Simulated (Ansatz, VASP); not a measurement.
# One calculation of Ni, two programs

INCAR

```
  PREC = Accurate
  ENCUT = 520
  EDIFF = 1E-6
  ISMEAR = -1
  SIGMA = 0.05
  LREAL = F
  LASPH = T
  NELM = 150
  ALGO = Normal
  ISIF = 2
  LWAVE = F
  LCHARG = F
  ISPIN = 2
  MAGMOM = 0.607
  LORBIT = 11
  LMAXMIX = 4
  NBANDS = 15
```

Contents of KPOINTS:

```
Automatic mesh
0
Gamma
  26 26 26
```

Contents of POSCAR:

```
Ni
1.0
    0.0000000000      1.7349991894      1.7349991894
    1.7349991894      0.0000000000      1.7349991894
    1.7349991894      1.7349991894      0.0000000000
Ni
1
Direct
    0.0000000000      0.0000000000      0.0000000000
```

Input for Ansatz:

```yaml
crystal:
  lattice:
    - [0.0, 1.7349996052, 1.7349996052]
    - [1.7349996052, 0.0, 1.7349996052]
    - [1.7349996052, 1.7349996052, 0.0]
  atoms:
    - { symbol: Ni, position: [0.0, 0.0, 0.0], spin: 0.607 }
hamiltonian:
  xc: lda
  pseudopotentials:
    kind: paw
    azcp:
      Ni: "pseudopotentials/Ni.paw.azcp"
basis:
  ecutwfc: 420
  fft_grid_basis: typed
kpoints:
  mp_grid: { grid: [26, 26, 26], shift: [0, 0, 0] }
magnetization:
  spin_polarized: true
scf:
  occupations: { method: fermi_dirac, width: 0.05 }
output:
  stress: true
```

Alike in both runs: task single point; functional LDA; k mesh 26 × 26 × 26; occupations fermi-dirac, width 0.05 eV; collinear spin.

|  | VASP | Ansatz |
| --- | --- | --- |
| version | VASP 6.6.1 | Ansatz 0.2.0 |
| potentials or method | VASP PAW LDA potentials, release 64 (Ni), cutoff 520 eV | plane waves (420 eV) with PAW, scalar-relativistic |
| valence electrons in the cell | 10 | 18 |

|  | VASP | Ansatz | Ansatz less VASP |
| --- | --- | --- | --- |
| pressure (GPa) | -9.4 | -9.4 | +0.04 |
| net moment per atom (μB) | 0.57 | 0.59 | +0.018 |
| size of the moment on the site where the two differ most (μB) | 0.58 | 0.62 | +0.042 |

Ansatz warns that its potentials were made for another functional, while VASP's fit it. LDA's correlation is that of Perdew and Zunger in VASP and of Perdew and Wang (1992) in Ansatz. Site moments also hang on the region over which each program counts them. VASP's potentials hold 10 valence electrons a cell and Ansatz's 18, so a difference there can come from the potentials and not from the codes.
